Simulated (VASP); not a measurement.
Here is a VASP 6.6.1 calculation.

File POSCAR:

```
Zn2CrCuS4
1.0
    0.0000000000      5.3606004300      0.0000000000
    5.3606004300      0.0000000000      0.0000000000
    2.6803002100      2.6803002100     -5.2916770100
Zn Cr Cu S
2 1 1 4
Direct
    0.7500000000      0.2500000000      0.5000000000
    0.2500000000      0.7500000000      0.5000000000
    0.0000000000      0.0000000000      0.0000000000
    0.5000000000      0.5000000000      0.0000000000
    0.6274500000      0.6274500000      0.2528800000
    0.3725500000      0.8803300000      0.7471200000
    0.1196700000      0.1196700000      0.2528800000
    0.8803300000      0.3725500000      0.7471200000
```

INCAR.step1

```
PREC = Accurate ; ENCUT = 520
ISMEAR = -5 ; SIGMA = 0.1
LREAL = F ; LASPH = T
NELM = 150 ; LMAXMIX = 4
LDAU = T ; LDAUTYPE = 2
LDAUL = -1 2 -1 -1 ; LDAUU = 0 2.84 0 0
LDAUJ = 0 0 0 0 ; GGA = PE
ALGO = Normal ; EDIFF = 1E-4
LWAVE = T ; LCHARG = F
```

File INCAR.step2:

```
PREC = Accurate ; ENCUT = 520
EDIFF = 1E-7 ; ISMEAR = -1
SIGMA = 0.1 ; LREAL = F
LASPH = T ; NELM = 150
ALGO = Normal ; ISIF = 2
LWAVE = F ; LCHARG = F
LMAXMIX = 4 ; LDAU = T
LDAUTYPE = 2 ; LDAUL = -1 2 -1 -1
LDAUU = 0 2.84 0 0 ; LDAUJ = 0 0 0 0
LDAUPRINT = 1 ; METAGGA = R2SCAN
LMIXTAU = T ; LORBIT = 11
ISTART = 1
```

Contents of KPOINTS:

```
Automatic mesh
0
Gamma
  5 5 5
```

Potentials or basis: VASP PAW PBE potentials, release 64 (Zn, Cr_pv, Cu, S).

The run is started by

```bash
$ cat potpaw_PBE.64/Zn/POTCAR potpaw_PBE.64/Cr_pv/POTCAR potpaw_PBE.64/Cu/POTCAR potpaw_PBE.64/S/POTCAR > POTCAR
$ cp INCAR.step1 INCAR
$ mpirun -np 1 vasp_std > vasp.out
$ cp INCAR.step2 INCAR
$ mpirun -np 1 vasp_std > vasp.out
```

What does it give for the band gap on the k mesh?

Zero (an odd number of electrons rules out a gap without spin polarisation).

Predict the largest force.

0.575 eV/Å.

Predict the pressure.

-0.4 GPa.

Forces in eV/Å, atoms in the order of the input:
```
Zn   0.000  0.000  0.000
Zn   0.000  0.000  0.000
Cr   0.000  0.000  0.000
Cu   0.000  0.000  0.000
S    0.004  0.004  0.575
S    0.004 -0.004 -0.575
S   -0.004 -0.004  0.575
S   -0.004  0.004 -0.575
```

Caveat: the PAW data sets were made with another functional, which shifts forces and pressure a little; the run has no spin polarisation, though such a crystal can be magnetic; U without spin polarisation on a metal has little footing. Spin polarisation is off, so any magnetic state and its effect on volume and gap are missing.
